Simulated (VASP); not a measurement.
The system is CsLiIr.

```
Cs Li Ir
1.0
     4.20564    0.00000    0.00000
     0.00000    4.20564    0.00000
     0.00000    0.00000    7.25581
Cs Li Ir
2 2 2
Direct
  0.50000 0.00000 0.64800
  0.00000 0.50000 0.35200
  0.50000 0.00000 0.23050
  0.00000 0.50000 0.76950
  0.00000 0.00000 0.00000
  0.50000 0.50000 0.00000
```

| Item | Value |
| --- | --- |
| Program | VASP 6.6.1 |
| Task | relaxation of cell and atoms |
| Functional | PBE |
| Potentials or basis | VASP PAW PBE potentials, release 64 (Cs_sv, Li_sv, Ir) |
| Cutoff | 750 eV |
| k mesh | 4 × 4 × 4 |
| Occupations | gaussian, width 0.1 eV |
| Spin | no spin polarisation |

At the start: pressure 1.1 GPa; volume 21.39 Å³/atom.

How do energy, volume and symmetry change on relaxing?

Over 35 steps the energy falls by 274.1 meV/atom and the volume is 28.32 Å³/atom (+32.4 %); space group P4/nmm (No. 129, to 0.1 Å) before and after.

Step by step:
```csv
step,energy change (eV),largest force (eV/Å),pressure (GPa),volume (Å³)
1,0.0000,1.5753,1.12,128.34
2,-0.2823,1.3870,0.85,131.14
3,-0.8999,0.8634,0.61,139.82
4,-1.2159,0.5728,1.48,158.29
5,-1.2421,0.4356,1.26,154.50
6,-1.3512,0.1863,-1.33,169.47
7,-1.3535,0.1412,-1.04,167.38
8,-1.4351,0.2002,0.14,164.18
9,-1.4360,0.2096,0.33,163.72
10,-1.4646,0.2365,0.05,166.29
11,-1.5273,0.2185,-0.70,173.49
12,-1.5452,0.3241,-2.05,185.62
13,-1.5572,0.1381,-1.03,177.16
14,-1.5715,0.1744,-1.47,181.11
15,-1.5782,0.1744,-1.46,181.19
16,-1.5922,0.1865,-1.40,181.37
17,-1.5755,0.2331,-1.15,181.35
18,-1.5938,0.1950,-1.35,181.40
19,-1.6048,0.1551,-1.11,180.07
20,-1.6240,0.0973,-0.33,176.12
21,-1.6257,0.1193,0.02,174.49
22,-1.6257,0.1176,-0.01,174.62
23,-1.6263,0.1149,-0.01,174.57
24,-1.6282,0.1073,-0.01,174.41
25,-1.6314,0.0928,-0.01,174.09
26,-1.6360,0.0698,0.02,173.44
27,-1.6365,0.1189,0.12,172.12
28,-1.6378,0.0962,0.06,172.75
29,-1.6399,0.0543,-0.14,173.02
30,-1.6403,0.0060,-0.36,173.34
31,-1.6412,0.0049,-0.32,172.98
32,-1.6431,0.0169,-0.28,171.92
33,-1.6440,0.0497,-0.17,169.82
34,-1.6442,0.0413,-0.20,170.37
35,-1.6448,0.0153,-0.05,169.92
```

Final structure:
```
Cs Li Ir
1.0
     4.00207    0.00000    0.00000
     0.00000    4.00207    0.00000
     0.00000    0.00000   10.60887
Cs Li Ir
2 2 2
Cartesian
  2.0010 0.0000 7.4283
  0.0000 2.0010 3.1805
  2.0010 0.0000 1.4571
  0.0000 2.0010 9.1518
  0.0000 0.0000 0.0000
  2.0010 2.0010 0.0000
```

Caveat: the k points lie up to 0.39 Å⁻¹ apart in the final cell, too coarse for converged energies and pressures of a metal; the volume moved by over 15 % at a fixed basis, so the end points are rough.
